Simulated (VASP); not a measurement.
AlN, 2 atoms in the cell. The structure is tetragonal, space group I4/mmm (No. 139). Conventional cell: a = 2.798 Å, b = 2.798 Å, c = 4.104 Å, α = 90.00°, β = 90.00°, γ = 90.00°. Al (site symmetry 4/mmm) has 6 N at 1.98 to 2.05 Å within 2.6 Å. Within 2.6 Å of N (site symmetry 4/mmm) lie 6 Al at 1.98 to 2.05 Å.  This cell differs from its parent crystal: epitaxial xy strain -2.0%.

| Property | Result |
| --- | --- |
| Program | VASP 6.6.1 |
| Task | single point |
| Functional | PBE |
| Potentials or basis | VASP PAW PBE potentials, release 64 (Al, N) |
| Cutoff | 520 eV |
| k mesh | 10 × 10 × 10 |
| Occupations | fermi-dirac, width 0.02 eV |
| Spin | no spin polarisation |
| Dipole correction | no |
| Further INCAR settings | ALGO = Normal; EDIFF = 1e-06; NBANDS = 11 |

Potentials or basis: VASP PAW PBE potentials, release 64 (Al, N).

Run with:

```console
$ cat potpaw_PBE.64/Al/POTCAR potpaw_PBE.64/N/POTCAR > POTCAR
$ mpirun -np 1 vasp_std > vasp.out
```

Hardware: 1 thread of Intel(R) Xeon(R) 6975P-C (Granite Rapids), on a shared host.

Problem. Estimate the wall time of this run.

Solution. Run time: 5.9 s on 1 thread of Intel(R) Xeon(R) 6975P-C (Granite Rapids), with other jobs on the host, peak memory 0.14 GiB. Counts: scf iterations 12, k points 102.
